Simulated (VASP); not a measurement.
# WS2 in VASP: single point with PBEsol

Aim: the single point of WS2 with PBEsol.

All numbers are computed with VASP 6.6.1; they aren't measurements. Logs are shortened: lines on timing, memory, paths and dates and some standing lists are left out, and cuts for length are marked.

**1. The cell of the first run**

The cell holds a slab with vacuum, 3 atoms: a = 3.146 Å, b = 3.187 Å, c = 16.953 Å, α = 90.00°, β = 90.00°, γ = 119.57°.

**2. Single point, PBEsol (strain +0.0175 x Voigt [0, 1, 0, 0, 0, 0])**

The input, INCAR:

```
PREC = Accurate ; ENCUT = 520
EDIFF = 1E-6 ; ISMEAR = 0
SIGMA = 0.05 ; LREAL = False
LASPH = True ; NELM = 60
ALGO = Normal ; ISIF = 2
LWAVE = False ; LCHARG = True
GGA = PS ; LELF = True
LVHAR = True ; NBANDS = 20
```

The input, KPOINTS:

```
regular mesh
0
Gamma
  12 12 2
```

The input, POSCAR:

```
WS2
1.0
    3.1457762098      0.0000000000      0.0000000000
   -1.5728881049      2.7719977493      0.0000000000
    0.0000000000      0.0000000000     16.9534209708
W S
1 2
Direct
    0.3333333333      0.6666666667      0.0000000000
    0.6666666667      0.3333333333      0.9075761480
    0.6666666667      0.3333333333      0.0924238520
```

Potentials or basis: VASP PAW PBE potentials, release 64 (W_sv, S).

Launch:

```bash
> cat potpaw_PBE.64/W_sv/POTCAR potpaw_PBE.64/S/POTCAR > POTCAR
> mpirun -np 1 vasp_std > vasp.out
```

OUTCAR:

```text
PREC = Accurate
   ENCUT = 520
   EDIFF = 1E-6
   ISMEAR = 0
   LREAL = False
   LASPH = True
   NELM = 60
   ISIF = 2
   GGA = PS

 ion  position               nearest neighbor table
   1  0.333  0.667  0.000-   2 2.40   3 2.40   2 2.40   3 2.40   2 2.42   3 2.42
   2  0.667  0.333  0.908-   1 2.40   1 2.40   1 2.42
   3  0.667  0.333  0.092-   1 2.40   1 2.40   1 2.42

  LATTYP: Found a base centered orthorhombic cell.
 ALAT       =     3.1457762098
 B/A-ratio  =     1.7623616967
 C/A-ratio  =     5.3892647919

  Lattice vectors:

 A1 = (   1.5728881049,  -2.7719977493,   0.0000000000)
 A2 = (   1.5728881049,   2.7719977493,   0.0000000000)
 A3 = (   0.0000000000,   0.0000000000,  16.9534209708)

Analysis of symmetry for initial positions (statically):
=====================================================================
 Subroutine PRICEL returns:
 Original cell was already a primitive cell.

 Routine SETGRP: Setting up the symmetry group for a
 base centered orthorhombic supercell.

 Subroutine GETGRP returns: Found  4 space group operations
 (whereof  4 operations were pure point group operations)
 out of a pool of  8 trial point group operations.

The static configuration has the point symmetry C_2v.

Analysis of symmetry for dynamics (positions and initial velocities):
=====================================================================
 Subroutine PRICEL returns:
 Original cell was already a primitive cell.

 Routine SETGRP: Setting up the symmetry group for a
 base centered orthorhombic supercell.

 Subroutine GETGRP returns: Found  4 space group operations
 (whereof  4 operations were pure point group operations)
 out of a pool of  8 trial point group operations.

The dynamic configuration has the point symmetry C_2v.

 Subroutine INISYM returns: Found  4 space group operations
 (whereof  4 operations are pure point group operations),
 and found     1 'primitive' translations

----------------------------------------------------------------------------------------

                                     Primitive cell

  volume of cell :     147.8353

  direct lattice vectors                    reciprocal lattice vectors
     3.145776210  0.000000000  0.000000000     0.317886567  0.180375327  0.000000000
    -1.572888105  2.771997749  0.000000000     0.000000000  0.360750654  0.000000000
     0.000000000  0.000000000 16.953420971     0.000000000  0.000000000  0.058985145

  length of vectors
     3.145776210  3.187153669 16.953420971     0.365495729  0.360750654  0.058985145

  position of ions in fractional coordinates (direct lattice)
     0.333333333  0.666666667  0.000000000
     0.666666667  0.333333333  0.907576148
     0.666666667  0.333333333  0.092423852

  ion indices of the primitive-cell ions
   primitive index   ion index
                 1           1
                 2           2
                 3           3

----------------------------------------------------------------------------------------

 KPOINTS: regular mesh

Automatic generation of k-mesh.
 Grid dimensions read from file:
 generate k-points for:   12   12    2

 Generating k-lattice:

  Cartesian coordinates                     Fractional coordinates (reciprocal lattice)
     0.026490547  0.015031277  0.000000000     0.083333333  0.000000000  0.000000000
     0.000000000  0.030062554  0.000000000     0.000000000  0.083333333  0.000000000
     0.000000000  0.000000000  0.029492573     0.000000000  0.000000000  0.500000000

  Length of vectors
     0.030457977  0.030062554  0.029492573

  Shift w.r.t. Gamma in fractional coordinates (k-lattice)
     0.000000000  0.000000000  0.000000000

 Subroutine IBZKPT returns following result:
 ===========================================

 Found     86 irreducible k-points:

 Following reciprocal coordinates:
            Coordinates               Weight
  0.000000  0.000000  0.000000      1.000000
  0.083333  0.000000  0.000000      4.000000
  0.166667  0.000000  0.000000      4.000000
  0.250000  0.000000  0.000000      4.000000
  0.333333  0.000000  0.000000      4.000000
  0.416667  0.000000  0.000000      4.000000
[... 16 lines left out ...]
  0.333333  0.166667  0.000000      4.000000
  0.416667  0.166667  0.000000      4.000000
 [... further k-points ...]
   k-points           NKPTS =     86   k-points in BZ     NKDIM =     86   number of bands    NBANDS=     20
   number of dos      NEDOS =    301   number of ions     NIONS =      3
   total plane-waves  NPLWV =  72576
   dimension x,y,z NGX =    24 NGY =   24 NGZ =  126
   dimension x,y,z NGXF=    48 NGYF=   48 NGZF=  252
   ions per type =               1   2
   NGX,Y,Z   is equivalent  to a cutoff of  12.68, 12.52, 12.36 a.u.
   NGXF,Y,Z  is equivalent  to a cutoff of  25.37, 25.04, 24.71 a.u.
 SYSTEM =  unknown system
   PREC   = accura    normal or accurate (medium, high low for compatibility)
   ISTART =      0    job   : 0-new  1-cont  2-samecut
   ICHARG =      2    charge: 1-file 2-atom 10-const
   ISPIN  =      1    spin polarized calculation?
   LNONCOLLINEAR =      F non collinear calculations
   LSORBIT =      F    spin-orbit coupling
   LASPH  =      T    aspherical Exc in radial PAW
   ENCUT  =  520.0 eV  38.22 Ry    6.18 a.u.   5.85  5.93 31.52*2*pi/ulx,y,z
   NELM   =     60;   NELMIN=  2; NELMDL= -5     # of ELM steps
   EDIFF  = 0.1E-05   stopping-criterion for ELM
   LREAL  =      F    real-space projection
   EDIFFG = 0.1E-04   stopping-criterion for IOM
   NSW    =      0    number of steps for IOM
   IBRION =     -1    ionic relax: 0-MD 1-quasi-New 2-CG
   NFREE  =      0    steps in history (QN), initial steepest desc. (CG)
   ISIF   =      2    stress and relaxation
   ISYM   =      2    0-nonsym 1-usesym 2-fastsym
   POTIM  = 0.5000    time-step for ionic-motion
   TEBEG  =    0.0;   TEEND  =   0.0 temperature during run
   PSTRESS=    0.0 pullay stress
   NELECT =      26.0000    total number of electrons
   NUPDOWN=      -1.0000    fix difference up-down
   EMIN   =  10.00;   EMAX   =-10.00  energy-range for DOS
   EFERMI =   0.00;   METHOD = LEGACY
   ISMEAR =     0;   SIGMA  =   0.05  broadening in eV -4-tet -1-fermi 0-gaus
   EFERMI_NEDOS =   21; number of points for ismear=-14 and -15
   IALGO  =     38    algorithm
   IMIX   =      4    mixing-type and parameters
     AMIX     =   0.40;   BMIX     =  1.00
     AMIX_MAG =   1.60;   BMIX_MAG =  1.00
  volume/ion in A,a.u.               =      49.28       332.55
  Fermi-wavevector in a.u.,A,eV,Ry     =   0.917219  1.733293 11.446467  0.841292
  Thomas-Fermi vector in A             =   2.042164
   LORBIT       =      0    0 simple, 1 ext, 2 COOP (PROOUT), +10 PAW based schemes
   GGA     = PS    functional components
   LHFCALC =     F    Hartree Fock is set to
   AEXX    =    0.0000 exact exchange contribution
   IVDW    =     0    specifies the selected vdW correction
   LEPSILON=     F    determine dielectric tensor
   LRPA    =     F    only Hartree local field effects (RPA)
 non-spin polarized calculation
 Gauss-broadening in eV      SIGMA  =   0.05
  energy-cutoff  :      520.00
  volume of cell :      147.84
 maximum number of plane-waves:      4032
   NGX = 11   NGY = 11   NGZ = 63

 number of electron      26.0000000 magnetization

 Free energy of the ion-electron system (eV)
  ---------------------------------------------------
  ext. energy  EPLUGINS =         0.00000000
  ---------------------------------------------------
  free energy    TOTEN  =       -25.23556457 eV

  energy without entropy =      -25.23556457  energy(sigma->0) =      -25.23556457

 E-fermi :  -0.8144     XC(G=0):  -4.5694

 val. band max:       -1.2350594957   @ k =   0.3333   0.3333   0.5000
 cond. band min:       0.6054040083   @ k =   0.3333   0.3333   0.0000
 fundamental gap:      1.8404635040
 Fermi energy:        -0.8144246259

 k-point     1 :       0.0000    0.0000    0.0000
  band No.  band energies     occupation
      1     -75.1859      2.00000
      2     -39.4383      2.00000
      3     -39.2878      2.00000
      4     -39.2572      2.00000
      5     -16.0086      2.00000
      6     -14.3451      2.00000
[... 12 lines left out ...]
     19       4.3450      0.00000
     20       4.3613      0.00000

 k-point     2 :       0.0833    0.0000    0.0000
  band No.  band energies     occupation
      1     -75.1847      2.00000
      2     -39.4340      2.00000
      3     -39.2998      2.00000
      4     -39.2751      2.00000
      5     -15.8905      2.00000
      6     -14.3012      2.00000
[... 12 lines left out ...]
     19       4.4842      0.00000
     20       4.7336      0.00000

 k-point     3 :       0.1667    0.0000    0.0000
  band No.  band energies     occupation
      1     -75.1813      2.00000
      2     -39.4220      2.00000
      3     -39.3563      2.00000
      4     -39.2998      2.00000
      5     -15.5541      2.00000
      6     -14.1763      2.00000
[... 12 lines left out ...]
     19       4.8838      0.00000
     20       5.6117      0.00000

 k-point     4 :       0.2500    0.0000    0.0000
  band No.  band energies     occupation
      1     -75.1768      2.00000
      2     -39.4433      2.00000
      3     -39.4057      2.00000
      4     -39.3224      2.00000
      5     -15.0536      2.00000
      6     -13.9922      2.00000
[... 12 lines left out ...]
     19       5.4883      0.00000
     20       6.1214      0.00000

 k-point     5 :       0.3333    0.0000    0.0000
  band No.  band energies     occupation
      1     -75.1723      2.00000
      2     -39.5301      2.00000
      3     -39.3893      2.00000
      4     -39.3439      2.00000
      5     -14.4859      2.00000
      6     -13.7889      2.00000
[... 12 lines left out ...]
     19       6.0874      0.00000
     20       6.1328      0.00000

 k-point     6 :       0.4167    0.0000    0.0000
  band No.  band energies     occupation
      1     -75.1690      2.00000
      2     -39.5930      2.00000
      3     -39.3773      2.00000
      4     -39.3594      2.00000
      5     -14.0048      2.00000
      6     -13.6244      2.00000
[... 12 lines left out ...]
     19       6.2874      0.00000
     20       6.4399      0.00000

 k-point     7 :       0.5000    0.0000    0.0000
  band No.  band energies     occupation
      1     -75.1677      2.00000
      2     -39.6158      2.00000
      3     -39.3728      2.00000
      4     -39.3650      2.00000
      5     -13.8085      2.00000
      6     -13.5603      2.00000
[... 12 lines left out ...]
     19       6.3611      0.00000
     20       6.6688      0.00000
[... 277 lines left out ...]
 k-point    20 :       0.0833    0.1667    0.0000
  band No.  band energies     occupation
      1     -75.1790      2.00000
      2     -39.4195      2.00000
      3     -39.4131      2.00000
      4     -39.2966      2.00000
      5     -15.2641      2.00000
      6     -14.0772      2.00000
[... 12 lines left out ...]
     19       5.2480      0.00000
     20       6.1242      0.00000

 k-point    21 :       0.1667    0.1667    0.0000
  band No.  band energies     occupation
      1     -75.1752      2.00000
      2     -39.4757      2.00000
      3     -39.3991      2.00000
      4     -39.3343      2.00000
      5     -14.8072      2.00000
      6     -13.9086      2.00000
[... 12 lines left out ...]
     19       5.8498      0.00000
     20       6.7171      0.00000

 k-point    22 :       0.2500    0.1667    0.0000
  band No.  band energies     occupation
      1     -75.1712      2.00000
      2     -39.5299      2.00000
      3     -39.3847      2.00000
      4     -39.3750      2.00000
      5     -14.2896      2.00000
      6     -13.7166      2.00000
[... 12 lines left out ...]
     19       6.4164      0.00000
     20       6.5727      0.00000

 k-point    23 :       0.3333    0.1667    0.0000
  band No.  band energies     occupation
      1     -75.1682      2.00000
      2     -39.5706      2.00000
      3     -39.4051      2.00000
      4     -39.3739      2.00000
      5     -13.8533      2.00000
      6     -13.5555      2.00000
[... 12 lines left out ...]
     19       6.9952      0.00000
     20       7.2875      0.00000

 k-point    24 :       0.4167    0.1667    0.0000
  band No.  band energies     occupation
      1     -75.1669      2.00000
      2     -39.5877      2.00000
      3     -39.4162      2.00000
      4     -39.3696      2.00000
      5     -13.6689      2.00000
      6     -13.4868      2.00000
[... 12 lines left out ...]
     19       7.3578      0.00000
     20       8.0053      0.00000

 [... further k-points ...]

------------------------ aborting loop because EDIFF is reached ----------------------------------------

  FORCE on cell =-STRESS in cart. coord.  units (eV):
  Direction    XX          YY          ZZ          XY          YZ          ZX
  --------------------------------------------------------------------------------------
  -------------------------------------------------------------------------------------
  Total       -0.4400248     -1.6191761     -0.5885833      0.0000000      0.0000000      0.0000000
  in kB       -4.7688065    -17.5479594     -6.3788214      0.0000000      0.0000000      0.0000000
  external PRESSURE =      -9.5651957 kB  Pullay stress =       0.0000000 kB

 VOLUME and BASIS-vectors are now :
 -----------------------------------------------------------------------------
  energy-cutoff  :      520.00
  volume of cell :      147.84
      direct lattice vectors                 reciprocal lattice vectors
     3.145776210  0.000000000  0.000000000     0.317886567  0.180375327  0.000000000
    -1.572888105  2.771997749  0.000000000     0.000000000  0.360750654  0.000000000
     0.000000000  0.000000000 16.953420971     0.000000000  0.000000000  0.058985145

 POSITION                                       TOTAL-FORCE (eV/Angst)
 -----------------------------------------------------------------------------------
     -0.00000      1.84800      0.00000         0.000000      0.111655      0.000000
      1.57289      0.92400     15.38652        -0.000000     -0.055828      0.178804
      1.57289      0.92400      1.56690        -0.000000     -0.055828     -0.178804
 -----------------------------------------------------------------------------------
    total drift:                               -0.000000      0.000008      0.000000

  FREE ENERGIE OF THE ION-ELECTRON SYSTEM (eV)
  ---------------------------------------------------
  free  energy   TOTEN  =       -25.2355645678 eV

  energy  without entropy=      -25.2355645678  energy(sigma->0) =      -25.23556457
```

Run time: 9.9 min. Hardware: 1 thread of AMD EPYC 7R43 (Zen 3), shared host; peak memory 0.35 GiB.

What came out:

```yaml
Free_energy: -25.2356 eV
Largest_force: 0.187 eV/Å
Band_gap_on_the_k_mesh: 1.84 eV
```

Forces in eV/Å, atoms in the order of the input:
```
W    0.000  0.112  0.000
S    0.000 -0.056  0.179
S    0.000 -0.056 -0.179
```

Levels at points of the mesh, in eV from the valence-band top:
```csv
k point,band 10,band 11,band 12,band 13,band 14,band 15,band 16,band 17
"(0.00, 0.00, 0.00)",-2.12,-1.63,-1.56,-0.06,2.84,3.00,3.02,3.17
"(0.50, 0.00, 0.00)",-3.47,-2.11,-1.29,-0.92,2.88,3.36,4.03,4.75
"(0.00, 0.50, 0.00)",-3.29,-2.17,-1.12,-0.99,2.88,3.32,4.08,4.83
"(0.00, 0.00, 0.50)",-2.12,-1.63,-1.56,-0.06,2.84,3.00,3.02,3.17
"(0.50, 0.00, 0.50)",-3.47,-2.11,-1.29,-0.92,2.88,3.36,4.03,4.75
"(0.00, 0.50, 0.50)",-3.29,-2.17,-1.12,-0.99,2.88,3.32,4.08,4.83
```

Caveat: the cell differs from its parent crystal (strain +0.0175 x Voigt [0, 1, 0, 0, 0, 0]); there is no dipole correction, which matters where the two faces differ; the PAW data sets were made with another functional, which shifts forces and pressure a little; spin-orbit coupling is left out, which moves the levels of the heavy elements.
